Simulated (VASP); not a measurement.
The system is Sb.

```
Sb
1.0
     4.50666    0.00000    0.00000
     2.44723    3.78432    0.00000
     2.44723    1.33179    3.54223
Sb
2
Cartesian
  2.1951 1.1946 0.8271
  7.2061 3.9215 2.7152
```

```yaml
Program: VASP 6.6.1
Task: relaxation of cell and atoms
Functional: LDA
Potentials_or_basis: VASP PAW LDA potentials, release 64 (Sb)
Cutoff: 600 eV
k_mesh: 12 × 12 × 12
Occupations: gaussian, width 0.05 eV
Spin: no spin polarisation
```

At the start: pressure -0.9 GPa; volume 30.21 Å³/atom.

Q: How do energy, volume and symmetry change on relaxing?

A: Over 8 steps the energy falls by 5.7 meV/atom and the volume is 29.25 Å³/atom (-3.2 %); space group R-3m (No. 166, to 0.1 Å) before and after.

The path:
| step | energy change (eV) | largest force (eV/Å) | pressure (GPa) | volume (Å³) |
| --- | --- | --- | --- | --- |
| 1 | 0.0000 | 0.1158 | -0.91 | 60.41 |
| 2 | -0.0049 | 0.1954 | 0.39 | 58.93 |
| 3 | -0.0049 | 0.1907 | 0.31 | 59.01 |
| 4 | -0.0092 | 0.1044 | 0.22 | 58.73 |
| 5 | -0.0114 | 0.0037 | 0.15 | 58.34 |
| 6 | -0.0114 | 0.0071 | 0.15 | 58.32 |
| 7 | -0.0114 | 0.0154 | -0.16 | 58.63 |
| 8 | -0.0115 | 0.0122 | -0.04 | 58.51 |

Final structure:
```
Sb
1.0
     4.41844   -0.04255   -0.02946
     2.36360    3.73334   -0.02946
     2.36360    1.28627    3.50488
Sb
2
Cartesian
  2.1631 1.1772 0.8150
  6.9825 3.7999 2.6309
```
